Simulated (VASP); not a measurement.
## SrCuSi: single point with LDA

SrCuSi:

```
Sr Si Cu
1.0
     4.06217    0.00000    0.00000
    -2.03108    3.51794    0.00000
     0.00000    0.00000    4.63653
Sr Si Cu
1 1 1
Direct
  0.00000 0.00000 0.00000
  0.66667 0.33333 0.50000
  0.33333 0.66667 0.50000
```

```json
{
  "Program": "VASP 6.6.1",
  "Task": "single point",
  "Functional": "LDA",
  "Potentials or basis": "VASP PAW LDA potentials, release 64 (Sr_sv, Si, Cu)",
  "Cutoff": "520 eV",
  "k mesh": "8 × 8 × 6",
  "Occupations": "fermi-dirac, width 0.05 eV",
  "Spin": "no spin polarisation"
}
```

```
Pressure : -2.5 GPa
```

Stress tensor (GPa, compression positive):
```
-2.86  0.00  0.00
 0.00 -2.86  0.00
 0.00  0.00 -1.78
```

Levels at points of the mesh, in eV from the Fermi level:
```csv
k point,band 9,band 10,band 11,band 12,band 13,band 14,band 15,band 16
"(0.00, 0.00, 0.00)",-3.03,-3.03,-0.51,0.86,1.20,1.20,3.37,5.15
"(0.50, 0.00, 0.00)",-3.14,-3.11,-3.03,-0.21,0.00,1.16,3.55,4.33
"(0.00, 0.00, 0.50)",-3.06,-3.06,-2.89,2.12,2.12,3.36,3.36,3.47
"(0.50, 0.00, 0.50)",-3.07,-3.05,-2.83,-0.64,-0.59,0.23,3.85,4.88
```

Wall time 51 s on 1 thread of Intel(R) Xeon(R) Platinum 8488C (Sapphire Rapids), with other jobs on the host, peak memory 0.19 GiB.
